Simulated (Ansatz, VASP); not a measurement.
One calculation of TiAl, two programs

INCAR

```
SYSTEM = TiAl
PREC     = Accurate       ! precision mode
ENCUT    = 520            ! plane-wave cutoff, eV
EDIFF    = 1E-6           ! SCF threshold, eV
ISMEAR   = 0              ! smearing method
SIGMA    = 0.15           ! smearing width, eV
LREAL    = .FALSE.        ! projectors in reciprocal space
LASPH    = .TRUE.         ! aspherical terms in the spheres
NELM     = 100            ! most SCF steps
ALGO     = Fast           ! electronic algorithm
ISIF     = 2              ! what is computed and relaxed
LWAVE    = .FALSE.        ! write WAVECAR
LCHARG   = .TRUE.         ! write CHGCAR
GGA      = CA             ! functional
LELF     = .TRUE.         ! ELF
LVHAR    = .TRUE.       
NBANDS   = 14             ! bands
```

Contents of KPOINTS:

```
regular mesh
0
G
  16 16 16
  0 0 0
```

Contents of POSCAR:

```
TiAl
1.0
    2.9489024995      0.0000000000      0.0000000000
    0.0000000000      2.9489024995      0.0000000000
    0.0000000000      0.0000000000      3.2959883237
Ti Al
1 1
Direct
    0.0000000000      0.0000000000      0.0000000000
    0.5000000000      0.5000000000      0.5000000000
```

Input for Ansatz:

```yaml
crystal:
  lattice:
    - [2.9489024995, 0.0, 0.0]
    - [0.0, 2.9489024995, 0.0]
    - [0.0, 0.0, 3.2959883237]
  atoms:
    - { symbol: Ti, position: [0.0, 0.0, 0.0] }
    - { symbol: Al, position: [0.5, 0.5, 0.5] }
basis:
  ecutwfc: 520.0
kpoints:
  mp_grid: { grid: [16, 16, 16] }
hamiltonian:
  xc: lda
  pseudopotentials: { kind: paw, azcp: { folder: soft_1 } }
scf:
  occupations: { method: gaussian, width: 0.15 }
output:
  forces: true
  stress: true
  eigenvalues: true
```

Alike in both runs: task single point; functional LDA; k mesh 16 × 16 × 16; occupations gaussian, width 0.15 eV; no spin polarisation.

|  | VASP | Ansatz |
| --- | --- | --- |
| version | VASP 6.6.1 | Ansatz 0.2.0 |
| potentials or method | VASP PAW LDA potentials, release 64 (Ti_sv, Al), cutoff 520 eV | scalar-relativistic, plane waves, PAW |
| valence electrons in the cell | 15 | 15 |

|  | VASP | Ansatz | Ansatz less VASP |
| --- | --- | --- | --- |
| gap on the k mesh at the Fermi level (eV) | none | none | - |
| pressure (GPa) | 9.1 | 8.9 | -0.19 |
| traceless stress, the component that is largest in VASP (GPa) | 6.09 | 6.07 | -0.015 |

Ansatz warns that its potentials were made for another functional, while VASP's fit it. LDA's correlation is that of Perdew and Zunger in VASP and of Perdew and Wang (1992) in Ansatz. A gap of «none» marks a metal or a gap that the smearing closes.
